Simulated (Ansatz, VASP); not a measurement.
## Two plane-wave programs on Co

INCAR

```
SYSTEM = Co
PREC = Accurate
ENCUT = 520
EDIFF = 1E-6
ISMEAR = -1
SIGMA = 0.05
LREAL = .False.
LASPH = .True.
NELM = 150
ALGO = Normal
ISIF = 2
LWAVE = .False.
LCHARG = .False.
ISPIN = 2
MAGMOM = 1.546
LORBIT = 11
LMAXMIX = 4
NBANDS = 14
```

KPOINTS

```
Automatic mesh
0
Gamma
  16 16 16
  0 0 0
```

File POSCAR:

```
Co
1.0
    2.1932630524      0.0000000000      0.0000000000
    0.0000000000      2.1932630524      0.0000000000
    0.0000000000      0.0000000000      2.1932630524
Co
1
Direct
    0.0000000000      0.0000000000      0.0000000000
```

Input for Ansatz:

```yaml
crystal:
  lattice:
    - [2.1932630524, 0.0, 0.0]
    - [0.0, 2.1932630524, 0.0]
    - [0.0, 0.0, 2.1932630524]
  atoms:
    - { symbol: Co, position: [0.0, 0.0, 0.0], spin: 1.546 }
hamiltonian:
  xc: lda
  pseudopotentials:
    kind: paw
    azcp:
      Co: "pseudopotentials/Co.paw.azcp"
basis:
  ecutwfc: 420
  fft_grid_basis: typed
kpoints:
  mp_grid: { grid: [16, 16, 16], shift: [0, 0, 0] }
magnetization:
  spin_polarized: true
scf:
  occupations: { method: fermi_dirac, width: 0.05 }
  lower_state_search: "off"
output:
  stress: true
  write_density: true
  write_potential: true
  elf: true
  volumetric_format: npy
```

Alike in both runs: task single point; functional LDA; k mesh 16 × 16 × 16; occupations fermi-dirac, width 0.05 eV; collinear spin.

|  | VASP | Ansatz |
| --- | --- | --- |
| version | VASP 6.6.1 | Ansatz 0.2.0 |
| potentials or method | VASP PAW LDA potentials, release 64 (Co), cutoff 520 eV | plane waves (420 eV) with PAW, scalar-relativistic |
| valence electrons in the cell | 9 | 17 |

VASP gave:

| Quantity | Value |
| --- | --- |
| pressure (GPa) | 17.7 |
| net moment per atom (μB) | 1.37 |
| size of the moment on the site where the two differ most (μB) | 1.36 |

Task: What did Ansatz give for the same quantities?

Result: Pressure (GPa): 19.7; net moment per atom (μB): 1.42; size of the moment on the site where the two differ most (μB): 1.40.

Ansatz warns that its potentials were made for another functional, while VASP's fit it. LDA's correlation is that of Perdew and Zunger in VASP and of Perdew and Wang (1992) in Ansatz. Site moments also hang on the region over which each program counts them. VASP's potentials hold 9 valence electrons a cell and Ansatz's 17, so a difference there can come from the potentials and not from the codes.
